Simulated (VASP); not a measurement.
A run of VASP 6.6.1:

File POSCAR:

```
GaN
1.0
    3.1353519534      0.0000000000      0.0000000000
   -1.5676759767      2.7152944415      0.0000000000
    0.0000000000      0.0000000000      5.2613501861
Ga N
2 2
Direct
    0.3333333333      0.6666666667      0.9991101046
    0.6666666667      0.3333333333      0.4991101046
    0.3333333333      0.6666666667      0.3758898954
    0.6666666667      0.3333333333      0.8758898954
```

INCAR.step1

```
PREC = Accurate
ENCUT = 520
ISMEAR = 0
SIGMA = 0.05
LREAL = F
LASPH = T
NELM = 100
NBANDS = 26
GGA = PE
ALGO = Normal
EDIFF = 1E-4
LWAVE = T
LCHARG = F
```

The input INCAR.step2:

```
PREC = Accurate
ENCUT = 520
EDIFF = 1E-6
ISMEAR = 0
SIGMA = 0.05
LREAL = F
LASPH = T
NELM = 100
ALGO = Normal
ISIF = 2
LWAVE = F
LCHARG = F
METAGGA = R2SCAN
LMIXTAU = T
NBANDS = 26
ISTART = 1
```

Contents of KPOINTS:

```
Automatic mesh
0
Gamma
  12 12 6
```

Potentials or basis: VASP PAW PBE potentials, release 64 (Ga_d, N).

The run is started by

```console
$ cat potpaw_PBE.64/Ga_d/POTCAR potpaw_PBE.64/N/POTCAR > POTCAR
$ cp INCAR.step1 INCAR
$ mpirun -np 1 vasp_std > vasp.out
$ cp INCAR.step2 INCAR
$ mpirun -np 1 vasp_std > vasp.out
```

Hardware: 1 thread of Intel(R) Xeon(R) Platinum 8488C (Sapphire Rapids), on a shared host.

**Question.** Estimate the wall time of this run.

**Answer.** It took 2.8 min on 1 thread of Intel(R) Xeon(R) Platinum 8488C (Sapphire Rapids) (shared host), peak memory 0.21 GiB. Counts: k points 76.
